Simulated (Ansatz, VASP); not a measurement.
# One calculation of BeSe2, two programs

```
Be Se
1.0
    -2.07657    4.55897    3.12987
     2.07657   -4.55897    3.12987
     2.07657    4.55897   -3.12987
Be Se
2 4
Direct
  0.25000 0.25000 0.00000
  0.75000 0.75000 0.00000
  0.10939 0.31923 0.42862
  0.60939 0.18077 0.79016
  0.39061 0.81923 0.20984
  0.89061 0.68077 0.57138
```

Alike in both runs: functional PBE; k mesh 8 × 8 × 8; occupations gaussian, width 0.02 eV; no spin polarisation.

Ansatz relaxed the structure, and its values are those at the end. VASP's run is a single point on that final structure, the one shown.

|  | VASP | Ansatz |
| --- | --- | --- |
| version | VASP 6.6.1 | Ansatz 0.2.0 |
| potentials or method | VASP PAW PBE potentials, release 64 (Be, Se), cutoff 520 eV | scalar-relativistic, plane waves, PAW |
| valence electrons in the cell | 28 | 68 |

Ansatz gave:

| Item | Value |
| --- | --- |
| gap on the k mesh at the Fermi level (eV) | 0.69 |
| least direct gap on the mesh (eV) | 1.27 |
| pressure (GPa) | 0.0 |
| rms of the force components (eV/Å) | 0.005 |

**Question.** Which values does VASP return?

**Answer.** gap on the k mesh at the Fermi level (eV): 0.68; least direct gap on the mesh (eV): 1.27; pressure (GPa): 0.1; rms of the force components (eV/Å): 0.008.

VASP's potentials hold 28 valence electrons a cell and Ansatz's 68, so a difference there can come from the potentials and not from the codes.
